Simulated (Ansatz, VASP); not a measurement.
# One calculation of BaTiO3, two programs

```
Ba Ti O
1.0
     3.98642    0.00000    0.00000
     0.00000    3.98642    0.00000
     0.00000    0.00000    4.00456
Ba Ti O
1 1 3
Direct
  0.00000 0.00000 0.00000
  0.50000 0.50000 0.48200
  0.50000 0.50000 0.01600
  0.50000 0.00000 0.51500
  0.00000 0.50000 0.51500
```

Change from the starting cell: volume scaled by 0.99, PAW files.

Alike in both runs: task electric field gradients; functional PBEsol; k mesh 7 × 7 × 7; occupations fermi-dirac, width 0.08 eV; no spin polarisation.

|  | VASP | Ansatz |
| --- | --- | --- |
| version | VASP 6.6.1 | Ansatz 0.2.0 |
| potentials or method | VASP PAW PBE potentials, release 64 (Ba_sv, Ti_sv, O) | PAW with Ansatz's default frozen-core files, scalar-relativistic |
| plane-wave cutoff (eV) | 520 | 420 |
| valence electrons in the cell | 40 | 40 |

```tsv
	VASP	Ansatz	Ansatz less VASP
pressure (GPa)	-0.1	-1.9	-1.89
traceless stress, the component that is largest in VASP (GPa)	1.10	1.04	-0.065
rms of the force components (eV/Å)	0.100	0.105	+0.0054
size of Vzz on the site where it differs most (V/Å²)	13.3	14.5	+1.16
```

VASP's potentials were made for PBE, not for PBEsol. Atom by atom the forces differ by 0.017 eV/Å (rms over components).

Neither program's run includes spin-orbit coupling.
